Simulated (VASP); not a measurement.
A run of VASP 6.6.1:

Contents of INCAR:

```
SYSTEM = Si2W
  ALGO = Normal
  EDIFF = 1E-8
  ENCUT = 520
  GGA = PE
  ISIF = 2
  ISMEAR = 0
  LASPH = .TRUE.
  LCHARG = .FALSE.
  LEFG = .TRUE.
  LREAL = .FALSE.
  LWAVE = .FALSE.
  NBANDS = 18
  NELM = 100
  PREC = Accurate
  SIGMA = 0.05
```

File KPOINTS:

```
k-points
0
G
  18 18 18
  0 0 0
```

Contents of POSCAR:

```
Si2W
1.0
   -1.6145181012      1.6145181012      3.9335261857
    1.6145181012     -1.6145181012      3.9335261857
    1.6145181012      1.6145181012     -3.9335261857
Si W
2 1
Direct
    0.3345558511      0.3345558511      0.0000000000
    0.6654441489      0.6654441489      0.0000000000
    0.0000000000      0.0000000000      0.0000000000
```

Potentials or basis: VASP PAW PBE potentials, release 64 (Si, W_sv).

Launch:

```console
$ cat potpaw_PBE.64/Si/POTCAR potpaw_PBE.64/W_sv/POTCAR > POTCAR
$ mpirun -np 1 vasp_std > vasp.out
```

Hardware: 1 thread of Intel(R) Xeon(R) Platinum 8375C CPU @ 2.90GHz (Ice Lake) (shared host).

Question: Estimate the wall time of this run.

Answer: Run time: 5.6 min on 1 thread of Intel(R) Xeon(R) Platinum 8375C CPU @ 2.90GHz (Ice Lake) (shared host), peak memory 0.47 GiB. Counts: scf iterations 15, k points 480.
